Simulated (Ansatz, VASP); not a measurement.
One calculation of AlCo3, two programs

Contents of INCAR:

```
SYSTEM = AlCo3
ALGO = Normal ; EDIFF = 1E-6
ENCUT = 520 ; GGA = PS
ISIF = 2 ; ISMEAR = 0
ISPIN = 2 ; LASPH = .True.
LCHARG = .True. ; LELF = .True.
LMAXMIX = 4 ; LORBIT = 11
LREAL = .False. ; LVHAR = .True.
LWAVE = .False. ; MAGMOM = 0 1.48 1.48 1.48
NBANDS = 27 ; NELM = 150
PREC = Accurate ; SIGMA = 0.1
```

KPOINTS

```
k-points
0
Gamma
  8 8 8
  0 0 0
```

Contents of POSCAR:

```
AlCo3
1.0
    3.5749480000      0.0000000000      0.0000000000
    0.0000000000      3.5749480000      0.0000000000
    0.0000000000      0.0000000000      3.5749480000
Al Co
1 3
Direct
    0.0000000000      0.0000000000      0.0000000000
    0.5000000000      0.5000000000      0.0000000000
    0.5000000000      0.0000000000      0.5000000000
    0.0000000000      0.5000000000      0.5000000000
```

Input for Ansatz:

```yaml
crystal:
  lattice:
    - [3.574948, 0.0, 0.0]
    - [0.0, 3.574948, 0.0]
    - [0.0, 0.0, 3.574948]
  atoms:
    - { symbol: Al, position: [0.0, 0.0, 0.0] }
    - { symbol: Co, position: [0.5, 0.5, 0.0], spin: 1.48 }
    - { symbol: Co, position: [0.5, 0.0, 0.5], spin: 1.48 }
    - { symbol: Co, position: [0.0, 0.5, 0.5], spin: 1.48 }
basis:
  ecutwfc: 420
kpoints:
  mp_grid: { grid: [8, 8, 8] }
hamiltonian:
  xc: pbesol
scf:
  occupations: { method: gaussian, width: 0.1 }
output:
  forces: true
  stress: true
  eigenvalues: true
  populations: true
magnetization:
  spin_polarized: true
```

Alike in both runs: task single point; functional PBEsol; k mesh 8 × 8 × 8; occupations gaussian, width 0.1 eV; collinear spin.

|  | VASP | Ansatz |
| --- | --- | --- |
| version | VASP 6.6.1 | Ansatz 0.2.0 |
| potentials or method | VASP PAW PBE potentials, release 64 (Al, Co), cutoff 520 eV | scalar-relativistic, plane waves, PAW |
| valence electrons in the cell | 30 | 54 |

|  | VASP | Ansatz | Ansatz less VASP |
| --- | --- | --- | --- |
| gap on the k mesh at the Fermi level (eV) | none | none | - |
| pressure (GPa) | -7.7 | -7.5 | +0.22 |
| net moment per atom (μB) | 0.96 | 0.96 | +0.005 |
| size of the moment on the site where the two differ most (μB) | 1.31 | 1.34 | +0.028 |

VASP's potentials were made for PBE, not for PBEsol. Site moments also hang on the region over which each program counts them. A gap of «none» marks a metal or a gap that the smearing closes. VASP's potentials hold 30 valence electrons a cell and Ansatz's 54, so a difference there can come from the potentials and not from the codes.
